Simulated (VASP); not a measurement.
# ZnAu (Pm-3m) in VASP: notebook

ZnAu is run at these levels: revPBE, BLYP, r2SCAN; tasks: single point.

Program: VASP 6.6.1. These are calculated values, not measurements. Logs are shortened: lines on timing, memory, paths and dates and some standing lists are left out, and cuts for length are marked.

**1. The cell of the first run**

Symmetry: Pm-3m, No. 221, cubic system. The conventional cell has a = 3.147 Å, b = 3.147 Å, c = 3.147 Å, α = 90.00°, β = 90.00°, γ = 90.00°. Au (site symmetry m-3m) has 8 Zn at 2.73 Å and 6 Au at 3.15 Å within 3.6 Å. Zn (site symmetry m-3m) has 8 Au at 2.73 Å and 6 Zn at 3.15 Å within 3.6 Å.

**2. Single point, revPBE**

INCAR reads:

```
SYSTEM = ZnAu
PREC = Accurate ; ENCUT = 520
EDIFF = 1E-6 ; ISMEAR = -1
SIGMA = 0.05 ; LREAL = .False.
LASPH = .True. ; NELM = 60
ALGO = Normal ; ISIF = 2
LWAVE = .False. ; LCHARG = .False.
GGA = RE ; NBANDS = 18
```

KPOINTS reads:

```
regular mesh
0
Gamma
  5 5 5
  0 0 0
```

POSCAR reads:

```
ZnAu
1.0
    3.1470000000      0.0000000000      0.0000000000
    0.0000000000      3.1470000000      0.0000000000
    0.0000000000      0.0000000000      3.1470000000
Au Zn
1 1
Direct
    0.0000000000      0.0000000000      0.0000000000
    0.5000000000      0.5000000000      0.5000000000
```

Potentials or basis: VASP PAW PBE potentials, release 64 (Au, Zn).

Launch:

```sh
cat potpaw_PBE.64/Au/POTCAR potpaw_PBE.64/Zn/POTCAR > POTCAR
mpirun -np 1 vasp_std > vasp.out
```

OUTCAR:

```text
SYSTEM = ZnAu
   PREC = Accurate
   ENCUT = 520
   EDIFF = 1E-6
   ISMEAR = -1
   LREAL = .False.
   LASPH = .True.
   NELM = 60
   ISIF = 2
   GGA = RE

 ion  position               nearest neighbor table
   1  0.000  0.000  0.000-   2 2.73   2 2.73   2 2.73   2 2.73   2 2.73   2 2.73   2 2.73   2 2.73

   2  0.500  0.500  0.500-   1 2.73   1 2.73   1 2.73   1 2.73   1 2.73   1 2.73   1 2.73   1 2.73

  LATTYP: Found a simple cubic cell.
 ALAT       =     3.1470000000

  Lattice vectors:

 A1 = (   3.1470000000,   0.0000000000,   0.0000000000)
 A2 = (   0.0000000000,   3.1470000000,   0.0000000000)
 A3 = (   0.0000000000,   0.0000000000,   3.1470000000)

Analysis of symmetry for initial positions (statically):
=====================================================================
 Subroutine PRICEL returns:
 Original cell was already a primitive cell.

 Routine SETGRP: Setting up the symmetry group for a
 simple cubic supercell.

 Subroutine GETGRP returns: Found 48 space group operations
 (whereof 48 operations were pure point group operations)
 out of a pool of 48 trial point group operations.

The static configuration has the point symmetry O_h .

Analysis of symmetry for dynamics (positions and initial velocities):
=====================================================================
 Subroutine PRICEL returns:
 Original cell was already a primitive cell.

 Routine SETGRP: Setting up the symmetry group for a
 simple cubic supercell.

 Subroutine GETGRP returns: Found 48 space group operations
 (whereof 48 operations were pure point group operations)
 out of a pool of 48 trial point group operations.

The dynamic configuration has the point symmetry O_h .

 Subroutine INISYM returns: Found 48 space group operations
 (whereof 48 operations are pure point group operations),
 and found     1 'primitive' translations

----------------------------------------------------------------------------------------

                                     Primitive cell

  volume of cell :      31.1667

  direct lattice vectors                    reciprocal lattice vectors
     3.147000000  0.000000000  0.000000000     0.317762949  0.000000000  0.000000000
     0.000000000  3.147000000  0.000000000     0.000000000  0.317762949  0.000000000
     0.000000000  0.000000000  3.147000000     0.000000000  0.000000000  0.317762949

  length of vectors
     3.147000000  3.147000000  3.147000000     0.317762949  0.317762949  0.317762949

  position of ions in fractional coordinates (direct lattice)
     0.000000000  0.000000000  0.000000000
     0.500000000  0.500000000  0.500000000

  ion indices of the primitive-cell ions
   primitive index   ion index
                 1           1
                 2           2

----------------------------------------------------------------------------------------

 KPOINTS: regular mesh

Automatic generation of k-mesh.
 Grid dimensions read from file:
 generate k-points for:    5    5    5

 Generating k-lattice:

  Cartesian coordinates                     Fractional coordinates (reciprocal lattice)
     0.063552590  0.000000000  0.000000000     0.200000000  0.000000000  0.000000000
     0.000000000  0.063552590  0.000000000     0.000000000  0.200000000  0.000000000
     0.000000000  0.000000000  0.063552590     0.000000000  0.000000000  0.200000000

  Length of vectors
     0.063552590  0.063552590  0.063552590

  Shift w.r.t. Gamma in fractional coordinates (k-lattice)
     0.000000000  0.000000000  0.000000000

 Subroutine IBZKPT returns following result:
 ===========================================

 Found     10 irreducible k-points:

 Following reciprocal coordinates:
            Coordinates               Weight
  0.000000  0.000000  0.000000      1.000000
  0.200000  0.000000  0.000000      6.000000
  0.400000  0.000000  0.000000      6.000000
  0.200000  0.200000  0.000000     12.000000
  0.400000  0.200000  0.000000     24.000000
  0.400000  0.400000  0.000000     12.000000
  0.200000  0.200000  0.200000      8.000000
  0.400000  0.200000  0.200000     24.000000
  0.400000  0.400000  0.200000     24.000000
  0.400000  0.400000  0.400000      8.000000
   k-points           NKPTS =     10   k-points in BZ     NKDIM =     10   number of bands    NBANDS=     18
   number of dos      NEDOS =    301   number of ions     NIONS =      2
   total plane-waves  NPLWV =  13824
   dimension x,y,z NGX =    24 NGY =   24 NGZ =   24
   dimension x,y,z NGXF=    48 NGYF=   48 NGZF=   48
   ions per type =               1   1
   NGX,Y,Z   is equivalent  to a cutoff of  12.68, 12.68, 12.68 a.u.
   NGXF,Y,Z  is equivalent  to a cutoff of  25.36, 25.36, 25.36 a.u.
 SYSTEM =  ZnAu
   PREC   = accura    normal or accurate (medium, high low for compatibility)
   ISTART =      0    job   : 0-new  1-cont  2-samecut
   ICHARG =      2    charge: 1-file 2-atom 10-const
   ISPIN  =      1    spin polarized calculation?
   LNONCOLLINEAR =      F non collinear calculations
   LSORBIT =      F    spin-orbit coupling
   LASPH  =      T    aspherical Exc in radial PAW
   ENCUT  =  520.0 eV  38.22 Ry    6.18 a.u.   5.85  5.85  5.85*2*pi/ulx,y,z
   NELM   =     60;   NELMIN=  2; NELMDL= -5     # of ELM steps
   EDIFF  = 0.1E-05   stopping-criterion for ELM
   LREAL  =      F    real-space projection
   EDIFFG = 0.1E-04   stopping-criterion for IOM
   NSW    =      0    number of steps for IOM
   IBRION =     -1    ionic relax: 0-MD 1-quasi-New 2-CG
   NFREE  =      0    steps in history (QN), initial steepest desc. (CG)
   ISIF   =      2    stress and relaxation
   ISYM   =      2    0-nonsym 1-usesym 2-fastsym
   POTIM  = 0.5000    time-step for ionic-motion
   TEBEG  =    0.0;   TEEND  =   0.0 temperature during run
   PSTRESS=    0.0 pullay stress
   NELECT =      23.0000    total number of electrons
   NUPDOWN=      -1.0000    fix difference up-down
   EMIN   =  10.00;   EMAX   =-10.00  energy-range for DOS
   EFERMI =   0.00;   METHOD = LEGACY
   ISMEAR =    -1;   SIGMA  =   0.05  broadening in eV -4-tet -1-fermi 0-gaus
   EFERMI_NEDOS =   21; number of points for ismear=-14 and -15
   IALGO  =     38    algorithm
   IMIX   =      4    mixing-type and parameters
     AMIX     =   0.40;   BMIX     =  1.00
     AMIX_MAG =   1.60;   BMIX_MAG =  1.00
  volume/ion in A,a.u.               =      15.58       105.16
  Fermi-wavevector in a.u.,A,eV,Ry     =   1.479406  2.795672 29.778283  2.188642
  Thomas-Fermi vector in A             =   2.593568
   LORBIT       =      0    0 simple, 1 ext, 2 COOP (PROOUT), +10 PAW based schemes
   GGA     = RE    functional components
   LHFCALC =     F    Hartree Fock is set to
   AEXX    =    0.0000 exact exchange contribution
   IVDW    =     0    specifies the selected vdW correction
   LEPSILON=     F    determine dielectric tensor
   LRPA    =     F    only Hartree local field effects (RPA)
 non-spin polarized calculation
  energy-cutoff  :      520.00
  volume of cell :       31.17
 maximum number of plane-waves:       847
 NGX is ok and might be reduce to    24
   NGX = 11   NGY = 11   NGZ = 11

 number of electron      23.0000000 magnetization

 Free energy of the ion-electron system (eV)
  ---------------------------------------------------
  ext. energy  EPLUGINS =         0.00000000
  ---------------------------------------------------
  free energy    TOTEN  =        -3.93835192 eV

  energy without entropy =       -3.93388162  energy(sigma->0) =       -3.93611677

 E-fermi :   6.9614     XC(G=0): -12.2950

 val. band max:        6.9485363142   @ k =   0.4000   0.4000   0.4000
 cond. band min:       7.7283965076   @ k =   0.4000   0.4000   0.2000
 fundamental gap:      0.7798601933
 Fermi energy:         6.9614242653

 k-point     1 :       0.0000    0.0000    0.0000
  band No.  band energies     occupation
      1      -3.4137      2.00000
      2      -0.9321      2.00000
      3      -0.9321      2.00000
      4      -0.2393      2.00000
      5      -0.2393      2.00000
      6      -0.2393      2.00000
[... 10 lines left out ...]
     17      19.2947      0.00000
     18      25.4681      0.00000

 k-point     2 :       0.2000    0.0000    0.0000
  band No.  band energies     occupation
      1      -2.7198      2.00000
      2      -0.7869      2.00000
      3      -0.7448      2.00000
      4      -0.2454      2.00000
      5      -0.2454      2.00000
      6      -0.1859      2.00000
[... 10 lines left out ...]
     17      22.5605      0.00000
     18      24.5596      0.00000

 k-point     3 :       0.4000    0.0000    0.0000
  band No.  band energies     occupation
      1      -1.0050      2.00000
      2      -0.5117      2.00000
      3      -0.4428      2.00000
      4      -0.2455      2.00000
      5      -0.2455      2.00000
      6      -0.0957      2.00000
[... 10 lines left out ...]
     17      20.4524      0.00000
     18      20.4524      0.00000

 k-point     4 :       0.2000    0.2000    0.0000
  band No.  band energies     occupation
      1      -2.1037      2.00000
      2      -0.6990      2.00000
      3      -0.5718      2.00000
      4      -0.3467      2.00000
      5      -0.2233      2.00000
      6      -0.1444      2.00000
[... 10 lines left out ...]
     17      22.5084      0.00000
     18      22.6176      0.00000

 k-point     5 :       0.4000    0.2000    0.0000
  band No.  band energies     occupation
      1      -0.9800      2.00000
      2      -0.6374      2.00000
      3      -0.3776      2.00000
      4      -0.3138      2.00000
      5      -0.2356      2.00000
      6       0.3080      2.00000
[... 10 lines left out ...]
     17      20.7368      0.00000
     18      21.7479      0.00000

 k-point     6 :       0.4000    0.4000    0.0000
  band No.  band energies     occupation
      1      -1.0768      2.00000
      2      -0.9311      2.00000
      3      -0.5390      2.00000
      4      -0.4743      2.00000
      5      -0.0006      2.00000
      6       0.7638      2.00000
[... 10 lines left out ...]
     17      20.3517      0.00000
     18      21.7912      0.00000

 k-point     7 :       0.2000    0.2000    0.2000
  band No.  band energies     occupation
      1      -1.5209      2.00000
      2      -0.5170      2.00000
      3      -0.5170      2.00000
      4      -0.3703      2.00000
      5      -0.3703      2.00000
      6      -0.1759      2.00000
[... 10 lines left out ...]
     17      20.2702      0.00000
     18      23.2076      0.00000

 k-point     8 :       0.4000    0.2000    0.2000
  band No.  band energies     occupation
      1      -0.7931      2.00000
      2      -0.4911      2.00000
      3      -0.4286      2.00000
      4      -0.4001      2.00000
      5      -0.2957      2.00000
      6       0.3946      2.00000
[... 10 lines left out ...]
     17      20.7533      0.00000
     18      23.7111      0.00000

 k-point     9 :       0.4000    0.4000    0.2000
  band No.  band energies     occupation
      1      -0.8297      2.00000
      2      -0.6665      2.00000
      3      -0.5433      2.00000
      4      -0.4763      2.00000
      5      -0.0104      2.00000
      6       0.7487      2.00000
[... 10 lines left out ...]
     17      18.0572      0.00000
     18      20.7098      0.00000

 k-point    10 :       0.4000    0.4000    0.4000
  band No.  band energies     occupation
      1      -0.6480      2.00000
      2      -0.5174      2.00000
      3      -0.5174      2.00000
      4      -0.0545      2.00000
      5      -0.0545      2.00000
      6       0.7001      2.00000
[... 10 lines left out ...]
     17      14.4255      0.00000
     18      16.9148      0.00000

------------------------ aborting loop because EDIFF is reached ----------------------------------------

  FORCE on cell =-STRESS in cart. coord.  units (eV):
  Direction    XX          YY          ZZ          XY          YZ          ZX
  --------------------------------------------------------------------------------------
  -------------------------------------------------------------------------------------
  Total        1.6358137      1.6358137      1.6358137     -0.0000000     -0.0000000      0.0000000
  in kB       84.0919079     84.0919079     84.0919079     -0.0000000     -0.0000000      0.0000000
  external PRESSURE =      84.0919079 kB  Pullay stress =       0.0000000 kB

 VOLUME and BASIS-vectors are now :
 -----------------------------------------------------------------------------
  energy-cutoff  :      520.00
  volume of cell :       31.17
      direct lattice vectors                 reciprocal lattice vectors
     3.147000000  0.000000000  0.000000000     0.317762949  0.000000000  0.000000000
     0.000000000  3.147000000  0.000000000     0.000000000  0.317762949  0.000000000
     0.000000000  0.000000000  3.147000000     0.000000000  0.000000000  0.317762949

 POSITION                                       TOTAL-FORCE (eV/Angst)
 -----------------------------------------------------------------------------------
      0.00000      0.00000      0.00000         0.000000      0.000000      0.000000
      1.57350      1.57350      1.57350         0.000000      0.000000      0.000000
 -----------------------------------------------------------------------------------
    total drift:                                0.000000      0.000000     -0.000000

  FREE ENERGIE OF THE ION-ELECTRON SYSTEM (eV)
  ---------------------------------------------------
  free  energy   TOTEN  =        -3.9383519206 eV

  energy  without entropy=       -3.9338816246  energy(sigma->0) =       -3.93611677
```

Wall time 4.8 s (1 thread of Intel Xeon 6975P-C, shared host); peak memory 0.14 GiB.

Results:

- Free energy: -3.9384 eV
- Pressure: 8.4 GPa

Levels at points of the mesh, in eV from the Fermi level:
| k point | band 8 | band 9 | band 10 | band 11 | band 12 | band 13 | band 14 | band 15 |
| --- | --- | --- | --- | --- | --- | --- | --- | --- |
| (0.00, 0.00, 0.00) | -5.20 | -3.52 | -3.52 | -3.52 | 5.25 | 5.25 | 5.25 | 9.15 |

Caveat: the k points lie up to 0.40 Å⁻¹ apart; the PAW data sets were made with another functional, which shifts forces and pressure a little; spin-orbit coupling is left out, which moves the levels of the heavy elements.

**3. Single point, BLYP**

INCAR reads:

```
PREC = Accurate
ENCUT = 520
EDIFF = 1E-7
ISMEAR = -1
SIGMA = 0.05
LREAL = False
LASPH = True
NELM = 80
ALGO = Normal
ISIF = 2
LWAVE = False
LCHARG = True
GGA = B5
ALDAX = 1.0
AGGAX = 1.0
AGGAC = 1.0
ALDAC = 0.0
LELF = True
LVHAR = True
NBANDS = 18
```

KPOINTS reads:

```
Automatic mesh
0
Gamma
  5 5 5
```

POSCAR is that of step 2.

Potentials or basis: VASP PAW PBE potentials, release 64 (Au, Zn).

Launch:

```sh
cat potpaw_PBE.64/Au/POTCAR potpaw_PBE.64/Zn/POTCAR > POTCAR
mpirun -np 1 vasp_std > vasp.out
```

Wall time 13 s (1 thread of Intel Xeon 6975P-C, shared host); peak memory 0.14 GiB.

It converged, with:

| Property | Result |
| --- | --- |
| Free energy | -3.0564 eV |
| Pressure | 14.9 GPa |

Levels at points of the mesh, in eV from the Fermi level:
```tsv
k point	band 8	band 9	band 10	band 11	band 12	band 13	band 14	band 15
(0.00, 0.00, 0.00)	-5.28	-3.57	-3.57	-3.57	5.22	5.22	5.22	8.81
```

Caveat: the k points lie up to 0.40 Å⁻¹ apart; the PAW data sets were made with another functional, which shifts forces and pressure a little; spin-orbit coupling is left out, which moves the levels of the heavy elements.

[end of part 1 of 2]
